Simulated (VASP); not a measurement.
Set up this calculation in VASP 6.6.1, as the native input.

```
Task                   : single point
Functional             : PBE
Potentials or basis    : VASP PAW PBE potentials, release 64 (Mg, O)
Cutoff                 : 520 eV
k mesh                 : 9 × 9 × 9
Occupations            : fermi-dirac, width 0.003 eV
Spin                   : no spin polarisation
Dipole correction      : no
Further INCAR settings : ALGO = Normal; EDIFF = 1e-06; NBANDS = 11
```

The structure of MgO lies in POSCAR:

```
MgO
1.0
    0.0000000000      2.1368000000      2.1368000000
    2.1368000000      0.0000000000      2.1368000000
    2.1368000000      2.1368000000      0.0000000000
Mg O
1 1
Direct
    0.0000000000      0.0000000000      0.0000000000
    0.5000000000      0.5000000000      0.5000000000
```

The input as run:

INCAR

```
SYSTEM = MgO
  PREC = Accurate
  ENCUT = 520
  EDIFF = 1E-6
  ISMEAR = -1
  SIGMA = 0.003
  LREAL = .False.
  LASPH = .True.
  NELM = 60
  ALGO = Normal
  ISIF = 2
  LWAVE = .False.
  LCHARG = .False.
  GGA = PE
  NBANDS = 11
```

KPOINTS

```
Automatic mesh
0
Gamma
  9 9 9
  0 0 0
```

Potentials or basis: VASP PAW PBE potentials, release 64 (Mg, O).

The run is started by

```console
$ cat potpaw_PBE.64/Mg/POTCAR potpaw_PBE.64/O/POTCAR > POTCAR
$ mpirun -np 1 vasp_std > vasp.out
```

It gave:

The pressure is -2.8 GPa and the band gap on the k mesh is 4.31 eV, direct.

Run time: 14 s on 1 thread of Intel Xeon 6975P-C, on a shared host, peak memory 0.14 GiB.
